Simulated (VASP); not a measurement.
# Cr (Im-3m) in VASP: notebook

The runs below take Cr through single point, relaxation of cell and atoms, with PBEsol.

Everything below comes from runs of VASP 6.6.1. Logs are shortened: lines on timing, memory, paths and dates and some standing lists are left out, and cuts for length are marked.

## (1) The cell of the first run

Symmetry: Im-3m, No. 229, cubic system. The conventional cell has a = 2.813 Å, b = 2.813 Å, c = 2.813 Å, α = 90.00°, β = 90.00°, γ = 90.00°. Within 3.2 Å of Cr (site symmetry m-3m) lie 14 Cr at 2.44 to 2.81 Å.

## (2) Single point, PBEsol, collinear spin, ferromagnetic start

Input file INCAR:

```
PREC = Accurate
ENCUT = 520
EDIFF = 1E-6
ISMEAR = -1
SIGMA = 0.05
LREAL = F
LASPH = T
NELM = 150
ALGO = Normal
ISIF = 2
LWAVE = F
LCHARG = F
ISPIN = 2
MAGMOM = 3
LORBIT = 11
LMAXMIX = 4
GGA = PS
NBANDS = 16
```

Input file KPOINTS:

```
Automatic mesh
0
Gamma
  12 12 12
```

Input file POSCAR:

```
Cr
1.0
   -1.4063680838      1.4063680838      1.4063680838
    1.4063680838     -1.4063680838      1.4063680838
    1.4063680838      1.4063680838     -1.4063680838
Cr
1
Direct
    0.0000000000      0.0000000000      0.0000000000
```

Potentials or basis: VASP PAW PBE potentials, release 64 (Cr_pv).

Command:

```console
$ cat potpaw_PBE.64/Cr_pv/POTCAR > POTCAR
$ mpirun -np 1 vasp_std > vasp.out
```

OUTCAR:

```text
PREC = Accurate
   ENCUT = 520
   EDIFF = 1E-6
   ISMEAR = -1
   LREAL = F
   LASPH = T
   NELM = 150
   ISIF = 2
   ISPIN = 2
   LORBIT = 11
   GGA = PS

 ion  position               nearest neighbor table
   1  0.000  0.000  0.000-

  LATTYP: Found a body centered cubic cell.
 ALAT       =     2.8127361676

  Lattice vectors:

 A1 = (  -1.4063680838,   1.4063680838,   1.4063680838)
 A2 = (   1.4063680838,  -1.4063680838,   1.4063680838)
 A3 = (   1.4063680838,   1.4063680838,  -1.4063680838)

Analysis of symmetry for initial positions (statically):
=====================================================================
 Subroutine PRICEL returns:
 Original cell was already a primitive cell.

 Routine SETGRP: Setting up the symmetry group for a
 body centered cubic supercell.

 Subroutine GETGRP returns: Found 48 space group operations
 (whereof 48 operations were pure point group operations)
 out of a pool of 48 trial point group operations.

The static configuration has the point symmetry O_h .

Analysis of symmetry for dynamics (positions and initial velocities):
=====================================================================
 Subroutine PRICEL returns:
 Original cell was already a primitive cell.

 Routine SETGRP: Setting up the symmetry group for a
 body centered cubic supercell.

 Subroutine GETGRP returns: Found 48 space group operations
 (whereof 48 operations were pure point group operations)
 out of a pool of 48 trial point group operations.

The dynamic configuration has the point symmetry O_h .

Analysis of structural, dynamic, and magnetic symmetry:
=====================================================================
 Subroutine PRICEL returns:
 Original cell was already a primitive cell.

 Routine SETGRP: Setting up the symmetry group for a
 body centered cubic supercell.

 Subroutine GETGRP returns: Found 48 space group operations
 (whereof 48 operations were pure point group operations)
 out of a pool of 48 trial point group operations.

The overall configuration has the point symmetry O_h .

 Subroutine INISYM returns: Found 48 space group operations
 (whereof 48 operations are pure point group operations),
 and found     1 'primitive' translations

----------------------------------------------------------------------------------------

                                     Primitive cell

  volume of cell :      11.1265

  direct lattice vectors                    reciprocal lattice vectors
    -1.406368084  1.406368084  1.406368084     0.000000000  0.355525702  0.355525702
     1.406368084 -1.406368084  1.406368084     0.355525702  0.000000000  0.355525702
[... 96 lines left out ...]
   EMIN   =  10.00;   EMAX   =-10.00  energy-range for DOS
   EFERMI =   0.00;   METHOD = LEGACY
   ISMEAR =    -1;   SIGMA  =   0.05  broadening in eV -4-tet -1-fermi 0-gaus
   EFERMI_NEDOS =   21; number of points for ismear=-14 and -15
   IALGO  =     38    algorithm
   IMIX   =      4    mixing-type and parameters
     AMIX     =   0.40;   BMIX     =  1.00
     AMIX_MAG =   1.60;   BMIX_MAG =  1.00
  volume/ion in A,a.u.               =      11.13        75.09
  Fermi-wavevector in a.u.,A,eV,Ry     =   1.678867  3.172598 38.349297  2.818594
  Thomas-Fermi vector in A             =   2.762880
   LORBIT       =     11    0 simple, 1 ext, 2 COOP (PROOUT), +10 PAW based schemes
   GGA     = PS    functional components
   LHFCALC =     F    Hartree Fock is set to
   AEXX    =    0.0000 exact exchange contribution
   IVDW    =     0    specifies the selected vdW correction
   LEPSILON=     F    determine dielectric tensor
   LRPA    =     F    only Hartree local field effects (RPA)
 spin polarized calculation
  energy-cutoff  :      520.00
  volume of cell :       11.13
 maximum number of plane-waves:       321
   NGX =  9   NGY =  9   NGZ =  9

 number of electron      12.0000013 magnetization       0.0006439

 number of electron      12.0000013 magnetization      -0.0001996

 Free energy of the ion-electron system (eV)
  ---------------------------------------------------
  ext. energy  EPLUGINS =         0.00000000
  ---------------------------------------------------
  free energy    TOTEN  =       -10.24885730 eV

  energy without entropy =      -10.24516514  energy(sigma->0) =      -10.24701122

 E-fermi :  11.3588     XC(G=0): -14.0523

 val. band max:       11.2648440840   @ k =   0.1667   0.0000   0.0000
 cond. band min:      11.4224831091   @ k =  -0.1667   0.2500   0.0833
 fundamental gap:      0.1576390250
 Fermi energy:        11.3588141626

 spin component 1

 k-point     1 :       0.0000    0.0000    0.0000
  band No.  band energies     occupation
      1     -31.1369      1.00000
      2     -31.1369      1.00000
      3     -31.1369      1.00000
      4       3.3495      1.00000
      5      10.4266      1.00000
      6      10.4266      1.00000
[... 435 lines left out ...]
      5       8.7112      1.00000
      6      11.2357      0.92141
[... 8 lines left out ...]
     15      44.1001      0.00000
     16      44.3260      0.00000

 [... further k-points ...]

 spin component 2

 k-point     1 :       0.0000    0.0000    0.0000
  band No.  band energies     occupation
      1     -31.1370      1.00000
      2     -31.1370      1.00000
      3     -31.1370      1.00000
      4       3.3491      1.00000
      5      10.4265      1.00000
      6      10.4265      1.00000
[... 435 lines left out ...]
      5       8.7110      1.00000
      6      11.2354      0.92195
[... 8 lines left out ...]
     15      44.0998      0.00000
     16      44.3258      0.00000

 [... further k-points ...]
[... 5 lines left out ...]
  --------------------------------------------------------------------------------------
  -------------------------------------------------------------------------------------
  Total       -0.0457743     -0.0457743     -0.0457743     -0.0000000     -0.0000000      0.0000000
  in kB       -6.5913686     -6.5913686     -6.5913686     -0.0000000     -0.0000000      0.0000000
  external PRESSURE =      -6.5913686 kB  Pullay stress =       0.0000000 kB

 VOLUME and BASIS-vectors are now :
 -----------------------------------------------------------------------------
  energy-cutoff  :      520.00
  volume of cell :       11.13
      direct lattice vectors                 reciprocal lattice vectors
    -1.406368084  1.406368084  1.406368084     0.000000000  0.355525702  0.355525702
     1.406368084 -1.406368084  1.406368084     0.355525702  0.000000000  0.355525702
     1.406368084  1.406368084 -1.406368084     0.355525702  0.355525702  0.000000000

 POSITION                                       TOTAL-FORCE (eV/Angst)
 -----------------------------------------------------------------------------------
      0.00000      0.00000      0.00000         0.000000     -0.000000     -0.000000
 -----------------------------------------------------------------------------------
    total drift:                                0.000000     -0.000000      0.000000

  FREE ENERGIE OF THE ION-ELECTRON SYSTEM (eV)
  ---------------------------------------------------
  free  energy   TOTEN  =       -10.2488573016 eV

  energy  without entropy=      -10.2451651363  energy(sigma->0) =      -10.24701122

 total charge

# of ion       s       p       d       tot
------------------------------------------
    1        0.444   6.428   4.270  11.141

 magnetization (x)

# of ion       s       p       d       tot
------------------------------------------
    1       -0.000  -0.000   0.000   0.000
```

OSZICAR:

```text
N       E                     dE             d eps       ncg     rms          rms(c)
DAV:   1     0.795219075088E+02    0.79522E+02   -0.61081E+03  4712   0.867E+02
DAV:   2    -0.907402921933E+01   -0.88596E+02   -0.84299E+02  5104   0.248E+02
DAV:   3    -0.105365632966E+02   -0.14625E+01   -0.14605E+01  5216   0.350E+01
DAV:   4    -0.105411084507E+02   -0.45452E-02   -0.45451E-02  5464   0.194E+00
DAV:   5    -0.105411383722E+02   -0.29922E-04   -0.29921E-04  5168   0.141E-01    0.201E+01
DAV:   6    -0.102088204379E+02    0.33232E+00   -0.20816E+00  4712   0.264E+01    0.446E+00
DAV:   7    -0.102520304149E+02   -0.43210E-01   -0.12491E-01  4840   0.286E+00    0.251E+00
DAV:   8    -0.102544162214E+02   -0.23858E-02   -0.68480E-03  5008   0.835E-01    0.927E-01
DAV:   9    -0.102485978381E+02    0.58184E-02   -0.20035E-03  5080   0.484E-01    0.270E-01
DAV:  10    -0.102488471346E+02   -0.24930E-03   -0.44381E-04  4960   0.153E-01    0.456E-02
DAV:  11    -0.102488572598E+02   -0.10125E-04   -0.84886E-06  5288   0.280E-02    0.165E-02
DAV:  12    -0.102488573016E+02   -0.41822E-07   -0.57626E-07  3960   0.593E-03
   1 F= -.10248857E+02 E0= -.10247011E+02  d E =-.369217E-02  mag=    -0.0000
```

It took 19 s on 1 thread of AMD EPYC 7R43 (Zen 3), shared host; peak memory 0.1 GiB.

Results:

```
Free energy                                           : -10.2489 eV
Pressure                                              : -0.7 GPa
Band gap on the k mesh                                : zero (filled and empty bands overlap)
Net moment                                            : 0.00 μB per cell
Valence electrons inside the program's atomic spheres : Cr 11.14
```

Levels at points of the mesh, in eV from the Fermi level:
Spin up:
```csv
k point,band 4,band 5,band 6,band 7,band 8,band 9
"(0.00, 0.00, 0.00)",-8.01,-0.93,-0.93,-0.93,1.20,1.20
"(0.50, 0.00, 0.00)",-4.63,-2.57,1.21,1.22,1.56,3.05
"(0.50, 0.50, 0.50)",-4.57,-4.57,2.63,2.63,2.63,7.15
```
Spin down:
```
           k point  band 3  band 4  band 5  band 6  band 7  band 8  band 9  band 10
(0.00, 0.00, 0.00)  -42.50   -8.01   -0.93   -0.93   -0.93    1.20    1.20     7.15
(0.50, 0.00, 0.00)  -42.50   -4.63   -2.57    1.21    1.22    1.56    3.05     7.15
(0.50, 0.50, 0.50)  -43.21   -4.57   -4.57    2.63    2.63    2.63    7.15    10.92
```

Caveat: the starting moments collapsed, and a magnetic state may lie lower; the PAW data sets were made with another functional, which shifts forces and pressure a little.

## (3) Relaxation of cell and atoms, PBEsol, collinear spin, ferromagnetic start

This run uses another cell than the first one, of 11.99 Å³/atom, 1.078 times its volume.

Input file INCAR:

```
PREC = Accurate
ENCUT = 600
EDIFF = 1E-7
ISMEAR = -1
SIGMA = 0.05
LREAL = F
LASPH = T
NELM = 150
ALGO = Normal
ISIF = 3
LWAVE = F
LCHARG = F
ISPIN = 2
MAGMOM = 3
LORBIT = 11
LMAXMIX = 4
GGA = PS
IBRION = 2
NSW = 80
EDIFFG = -0.01
```

Input file KPOINTS:

```
regular mesh
0
Gamma
  12 12 12
```

Input file POSCAR:

```
Cr
1.0
   -1.4419500000      1.4419500000      1.4419500000
    1.4419500000     -1.4419500000      1.4419500000
    1.4419500000      1.4419500000     -1.4419500000
Cr
1
Direct
    0.0000000000      0.0000000000      0.0000000000
```

Potentials or basis: VASP PAW PBE potentials, release 64 (Cr_pv).

Command:

```console
$ cat potpaw_PBE.64/Cr_pv/POTCAR > POTCAR
$ mpirun -np 1 vasp_std > vasp.out
```

It took 55 s on 1 thread of AMD EPYC 7R43 (Zen 3), shared host; peak memory 0.12 GiB.

Results (log left out):

```yaml
Free_energy: -10.2496 eV
Relaxed_volume: 11.11 Å³/atom
Relaxed_cell: a = 2.434 Å, b = 2.434 Å, c = 2.434 Å, α = 109.47°, β = 109.47°, γ = 109.47°
Space_group_after_relaxing_to_0.05_Å: Im-3m (No. 229)
Energy_gained_by_relaxing: 55.0 meV/atom
Ionic_steps: 4
Pressure_after_relaxing: -0.1 GPa
Band_gap_on_the_k_mesh: zero (filled and empty bands overlap)
Net_moment: 0.00 μB per cell
Valence_electrons_inside_the_program's_atomic_spheres: Cr 11.15
```

Step by step:
| step | energy change (eV) | largest force (eV/Å) | pressure (GPa) | volume (Å³) |
| --- | --- | --- | --- | --- |
| 1 | 0.0000 | 0.0000 | -18.47 | 11.99 |
| 2 | 0.1282 | 0.0000 | 48.64 | 9.75 |
| 3 | -0.0550 | 0.0000 | -0.86 | 11.14 |
| 4 | -0.0550 | 0.0000 | -0.14 | 11.11 |

Final structure:
```
CELL_PARAMETERS angstrom
-1.40555 1.40555 1.40555
1.40555 -1.40555 1.40555
1.40555 1.40555 -1.40555
ATOMIC_POSITIONS crystal
Cr 0.00000 0.00000 0.00000
```

Levels at points of the mesh, in eV from the Fermi level:
Spin up:
| k point | band 3 | band 4 | band 5 | band 6 | band 7 | band 8 | band 9 | band 10 |
| --- | --- | --- | --- | --- | --- | --- | --- | --- |
| (0.00, 0.00, 0.00) | -42.49 | -8.02 | -0.93 | -0.93 | -0.93 | 1.20 | 1.20 | 7.15 |
| (0.50, 0.00, 0.00) | -42.50 | -4.64 | -2.58 | 1.22 | 1.22 | 1.57 | 3.06 | 7.15 |
| (0.50, 0.50, 0.50) | -43.21 | -4.58 | -4.58 | 2.64 | 2.64 | 2.64 | 7.15 | 10.94 |
Spin down:
```csv
k point,band 4,band 5,band 6,band 7,band 8,band 9
"(0.00, 0.00, 0.00)",-8.02,-0.93,-0.93,-0.93,1.20,1.20
"(0.50, 0.00, 0.00)",-4.64,-2.58,1.22,1.22,1.57,3.06
"(0.50, 0.50, 0.50)",-4.58,-4.58,2.64,2.64,2.64,7.15
```

Caveat: the starting moments collapsed, and a magnetic state may lie lower; the PAW data sets were made with another functional, which shifts forces and pressure a little.
